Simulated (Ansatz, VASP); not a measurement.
Mo: VASP beside Ansatz

```
CELL_PARAMETERS angstrom
-1.57365 1.57365 1.57365
1.57365 -1.57365 1.57365
1.57365 1.57365 -1.57365
ATOMIC_POSITIONS crystal
Mo 0.00000 0.00000 0.00000
```

Alike in both runs: task relaxation of cell and atoms; functional PBE; k mesh 14 × 14 × 14; occupations fermi-dirac, width 0.1 eV; no spin polarisation.

|  | VASP | Ansatz |
| --- | --- | --- |
| version | VASP 6.6.1 | Ansatz 0.2.0 |
| potentials or method | VASP PAW PBE potentials, release 64 (Mo_sv), cutoff 600 eV | plane waves (420 eV) with PAW, scalar-relativistic |
| valence electrons in the cell | 14 | 14 |

|  | VASP | Ansatz | Ansatz less VASP |
| --- | --- | --- | --- |
| relaxed volume (Å³/atom) | 15.85 | 15.82 | -0.028 |
| relaxed cell length with the largest relative difference (Å) | 2.741 | 2.739 | -0.0016 |
